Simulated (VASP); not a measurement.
A run of VASP 6.6.1 is set up as follows.

The input INCAR:

```
PREC = Accurate
ENCUT = 600
EDIFF = 1E-6
ISMEAR = 0
SIGMA = 0.1
LREAL = F
LASPH = T
NELM = 100
ALGO = Normal
ISIF = 3
LWAVE = F
LCHARG = F
GGA = PE
IBRION = 2
NSW = 100
EDIFFG = -0.01
```

File KPOINTS:

```
regular mesh
0
Gamma
  14 10 4
```

File POSCAR:

```
Si2Ge3
1.0
    2.7241741480      0.0000000000      0.0000000000
    0.0000000000      4.0750325424      0.0000000000
    0.0000000000      0.0000000000      8.9009115980
Si Ge
2 3
Direct
    0.0000000000      0.5000000000      0.3669896703
    0.0000000000      0.5000000000      0.6330103297
    0.5000000000      0.5000000000      0.0000000000
    0.0000000000      0.0000000000      0.7984220511
    0.0000000000      0.0000000000      0.2015779489
```

Potentials or basis: VASP PAW PBE potentials, release 64 (Si, Ge_d).

The run is started by

```console
$ cat potpaw_PBE.64/Si/POTCAR potpaw_PBE.64/Ge_d/POTCAR > POTCAR
$ mpirun -np 1 vasp_std > vasp.out
```

(1) What does it give for the relaxed volume?

(2) Predict the band gap on the k mesh.

(3) What does it give for the relaxed cell?

(4) Estimate the space group after relaxing (to 0.1 Å).

Answers

(1) 19.81 Å³/atom.

(2) zero (bands 25 and 26 overlap by 3.42 eV).

(3) a = 2.676 Å, b = 4.220 Å, c = 8.770 Å, α = 90.00°, β = 90.00°, γ = 90.00°.

(4) Pmmm (No. 47).
